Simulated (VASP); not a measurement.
# WSe4 (Pm-3m) in VASP: further runs, part 2 of 2

VASP 6.6.1.

## 3. Single point, PBE

INCAR

```
SYSTEM = WSe4
PREC = Accurate
ENCUT = 520
EDIFF = 1E-7
ISMEAR = 0
SIGMA = 0.1
LREAL = .False.
LASPH = .True.
NELM = 60
ALGO = Normal
ISIF = 2
LWAVE = .False.
LCHARG = .False.
GGA = PE
NBANDS = 27
```

KPOINTS

```
regular mesh
0
Gamma
  8 8 8
  0 0 0
```

POSCAR

```
WSe4
1.0
    4.9074624809      0.0000000000      0.0000000000
    0.0000000000      4.9074624809      0.0000000000
    0.0000000000      0.0000000000      4.9074624809
W Se
1 4
Direct
    0.5000000000      0.5000000000      0.5000000000
    0.0000000000      0.0000000000      0.0000000000
    0.0000000000      0.5000000000      0.5000000000
    0.5000000000      0.0000000000      0.5000000000
    0.5000000000      0.5000000000      0.0000000000
```

Potentials or basis: VASP PAW PBE potentials, release 64 (W_sv, Se).

Run with:

```console
$ cat potpaw_PBE.64/W_sv/POTCAR potpaw_PBE.64/Se/POTCAR > POTCAR
$ mpirun -np 1 vasp_std > vasp.out
```

OUTCAR:

```text
SYSTEM = WSe4
   PREC = Accurate
   ENCUT = 520
   EDIFF = 1E-7
   ISMEAR = 0
   LREAL = .False.
   LASPH = .True.
   NELM = 60
   ISIF = 2
   GGA = PE

 ion  position               nearest neighbor table
   1  0.500  0.500  0.500-   3 2.45   4 2.45   5 2.45   5 2.45   4 2.45   3 2.45
   2  0.000  0.000  0.000-
   3  0.000  0.500  0.500-   1 2.45   1 2.45
   4  0.500  0.000  0.500-   1 2.45   1 2.45
   5  0.500  0.500  0.000-   1 2.45   1 2.45

  LATTYP: Found a simple cubic cell.
 ALAT       =     4.9074624809

  Lattice vectors:

 A1 = (   4.9074624809,   0.0000000000,   0.0000000000)
 A2 = (   0.0000000000,   4.9074624809,   0.0000000000)
 A3 = (   0.0000000000,   0.0000000000,   4.9074624809)

Analysis of symmetry for initial positions (statically):
=====================================================================
 Subroutine PRICEL returns:
 Original cell was already a primitive cell.

 Routine SETGRP: Setting up the symmetry group for a
 simple cubic supercell.

 Subroutine GETGRP returns: Found 48 space group operations
 (whereof 48 operations were pure point group operations)
 out of a pool of 48 trial point group operations.
[... 165 lines left out ...]
  free energy    TOTEN  =       -24.71782579 eV

  energy without entropy =      -24.69213486  energy(sigma->0) =      -24.70498032

 E-fermi :   3.9904     XC(G=0):  -9.9347

 val. band max:        3.9866593206   @ k =   0.3750   0.3750   0.1250
 cond. band min:       4.0258030275   @ k =   0.3750   0.3750   0.3750
 fundamental gap:      0.0391437069
 Fermi energy:         3.9903644894

 k-point     1 :       0.0000    0.0000    0.0000
  band No.  band energies     occupation
      1     -70.6958      2.00000
      2     -34.9467      2.00000
      3     -34.9467      2.00000
      4     -34.9467      2.00000
      5     -10.5362      2.00000
      6      -8.8624      2.00000
[... 709 lines left out ...]
     26      11.7539      0.00000
     27      12.0809      0.00000

 [... further k-points ...]
[... 5 lines left out ...]
  --------------------------------------------------------------------------------------
  -------------------------------------------------------------------------------------
  Total        0.0657162      0.0657162      0.0657162     -0.0000000     -0.0000000     -0.0000000
  in kB        0.8908651      0.8908651      0.8908651     -0.0000000     -0.0000000     -0.0000000
  external PRESSURE =       0.8908651 kB  Pullay stress =       0.0000000 kB

 VOLUME and BASIS-vectors are now :
 -----------------------------------------------------------------------------
  energy-cutoff  :      520.00
  volume of cell :      118.19
      direct lattice vectors                 reciprocal lattice vectors
     4.907462481  0.000000000  0.000000000     0.203771298  0.000000000  0.000000000
     0.000000000  4.907462481  0.000000000     0.000000000  0.203771298  0.000000000
     0.000000000  0.000000000  4.907462481     0.000000000  0.000000000  0.203771298

 POSITION                                       TOTAL-FORCE (eV/Angst)
 -----------------------------------------------------------------------------------
      2.45373      2.45373      2.45373         0.000000      0.000000      0.000000
      0.00000      0.00000      0.00000         0.000000      0.000000      0.000000
      0.00000      2.45373      2.45373         0.000000      0.000000      0.000000
      2.45373      0.00000      2.45373         0.000000      0.000000      0.000000
      2.45373      2.45373      0.00000         0.000000      0.000000      0.000000
 -----------------------------------------------------------------------------------
    total drift:                                0.000000      0.000000      0.000000

  FREE ENERGIE OF THE ION-ELECTRON SYSTEM (eV)
  ---------------------------------------------------
  free  energy   TOTEN  =       -24.7178257888 eV

  energy  without entropy=      -24.6921348596  energy(sigma->0) =      -24.70498032
```

OSZICAR:

```text
N       E                     dE             d eps       ncg     rms          rms(c)
DAV:   1     0.249571211962E+03    0.24957E+03   -0.19237E+04  2170   0.128E+03
DAV:   2    -0.975355302864E+01   -0.25932E+03   -0.25117E+03  2232   0.291E+02
DAV:   3    -0.260961297799E+02   -0.16343E+02   -0.15919E+02  2349   0.680E+01
DAV:   4    -0.263735510166E+02   -0.27742E+00   -0.27551E+00  2130   0.901E+00
DAV:   5    -0.263762086428E+02   -0.26576E-02   -0.26569E-02  2302   0.100E+00    0.213E+01
DAV:   6    -0.263300994800E+02    0.46109E-01   -0.27804E+01  2120   0.200E+01    0.889E+00
DAV:   7    -0.249351512237E+02    0.13949E+01   -0.13684E+01  2102   0.146E+01    0.748E+00
DAV:   8    -0.247533695243E+02    0.18178E+00   -0.11754E+00  2080   0.390E+00    0.287E+00
DAV:   9    -0.247175345428E+02    0.35835E-01   -0.13210E-01  2105   0.207E+00    0.310E-01
DAV:  10    -0.247177311372E+02   -0.19659E-03   -0.73886E-03  2089   0.462E-01    0.130E-01
DAV:  11    -0.247178081646E+02   -0.77027E-04   -0.30624E-04  2178   0.109E-01    0.426E-02
DAV:  12    -0.247178247507E+02   -0.16586E-04   -0.43114E-05  2347   0.423E-02    0.715E-03
DAV:  13    -0.247178260837E+02   -0.13330E-05   -0.53878E-06  2225   0.133E-02    0.623E-03
DAV:  14    -0.247178256328E+02    0.45086E-06   -0.58589E-07  1800   0.375E-03    0.806E-04
DAV:  15    -0.247178257698E+02   -0.13698E-06   -0.58495E-08  1236   0.137E-03    0.254E-04
DAV:  16    -0.247178257888E+02   -0.19004E-07   -0.12534E-08  1221   0.628E-04
   1 F= -.24717826E+02 E0= -.24704980E+02  d E =-.256909E-01
```

It took 53 s on 1 thread of AMD EPYC 9R45 (Zen 5), shared host; peak memory 0.24 GiB.

Results:

```yaml
Free_energy: -24.7178 eV
Pressure: 0.1 GPa
Band_gap_on_the_k_mesh: zero (band 19 reaches 4.67 eV, above the bottom of band 20 at 2.75 eV)
```

Levels at points of the mesh, in eV from the Fermi level:
```csv
k point,band 15,band 16,band 17,band 18,band 19,band 20,band 21,band 22,band 23,band 24
"(0.00, 0.00, 0.00)",-1.32,-1.32,-1.32,-1.24,-1.24,-1.24,0.95,0.95,1.07,1.07
"(0.50, 0.00, 0.00)",-1.79,-1.28,-1.10,-0.78,-0.78,-0.41,-0.41,0.98,1.90,1.90
"(0.50, 0.50, 0.00)",-3.05,-3.03,-1.06,0.28,0.68,0.68,1.48,1.64,1.64,1.85
"(0.50, 0.50, 0.50)",-0.31,-0.31,-0.31,0.33,0.33,0.33,2.77,2.77,2.77,5.97
```

Caveat: spin-orbit coupling is left out, which moves the levels of the heavy elements.
